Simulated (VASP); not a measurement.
Crystal: SnGe2.

```
Sn Ge
1.0
     3.20225    0.00000    0.00000
    -1.60113    2.77323    0.00000
     0.00000    0.00000    7.87638
Sn Ge
1 2
Direct
  0.00000 0.00000 0.50000
  0.66667 0.33333 0.86710
  0.33333 0.66667 0.13290
```

```yaml
Program: VASP 6.6.1
Task: relaxation of cell and atoms
Functional: PBE
Potentials_or_basis: VASP PAW PBE potentials, release 64 (Sn_d, Ge_d)
Cutoff: 600 eV
k_mesh: 18 × 18 × 6
Occupations: gaussian, width 0.1 eV
Spin: no spin polarisation
```

At the start: pressure -0.5 GPa; volume 23.32 Å³/atom.

Where does the relaxation end?

Over 13 steps the energy falls by 12.2 meV/atom and the volume is 22.83 Å³/atom (-2.1 %); space group P-3m1 (No. 164, to 0.1 Å) before and after.

The path:
| step | energy change (eV) | largest force (eV/Å) | pressure (GPa) | volume (Å³) |
| --- | --- | --- | --- | --- |
| 1 | 0.0000 | 0.1540 | -0.47 | 69.95 |
| 2 | -0.0204 | 0.1568 | -0.18 | 69.25 |
| 3 | -0.0317 | 0.1502 | 0.49 | 68.09 |
| 4 | -0.0319 | 0.1523 | 0.49 | 68.18 |
| 5 | -0.0348 | 0.0684 | -0.29 | 68.91 |
| 6 | -0.0347 | 0.0728 | -0.12 | 68.88 |
| 7 | -0.0348 | 0.0700 | -0.21 | 68.90 |
| 8 | -0.0360 | 0.0424 | -0.09 | 68.68 |
| 9 | -0.0365 | 0.0046 | 0.11 | 68.39 |
| 10 | -0.0365 | 0.0081 | 0.06 | 68.42 |
| 11 | -0.0365 | 0.0061 | 0.11 | 68.41 |
| 12 | -0.0365 | 0.0124 | -0.20 | 68.60 |
| 13 | -0.0365 | 0.0001 | 0.00 | 68.48 |

Final structure:
```
Sn Ge
1.0
     3.23862    0.00000    0.00000
    -1.61931    2.80472    0.00000
     0.00000    0.00000    7.53954
Sn Ge
1 2
Direct
  0.00000 0.00000 0.50000
  0.66667 0.33333 0.86106
  0.33333 0.66667 0.13894
```
